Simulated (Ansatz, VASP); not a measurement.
One calculation of Fe, two programs

```
Fe
1.0
     2.17780    0.00000    0.00000
     0.00000    2.17780    0.00000
     0.00000    0.00000    2.17780
Fe
1
Direct
  0.00000 0.00000 0.00000
```

Alike in both runs: task single point; functional r2SCAN; k mesh 16 × 16 × 16; occupations fermi-dirac, width 0.1 eV; no spin polarisation.

|  | VASP | Ansatz |
| --- | --- | --- |
| version | VASP 6.6.1 | Ansatz 0.2.0 |
| potentials or method | VASP PAW PBE potentials, release 64 (Fe), cutoff 520 eV | plane waves (500 eV) with PAW, scalar-relativistic |
| valence electrons in the cell | 8 | 16 |

Ansatz gave:

```
pressure (GPa) : 22.9
```

Q: What did VASP give for the same quantities?

A: Pressure (GPa): 23.3.

VASP's potentials were made for PBE, not for r2SCAN. VASP's potentials hold 8 valence electrons a cell and Ansatz's 16, so a difference there can come from the potentials and not from the codes.
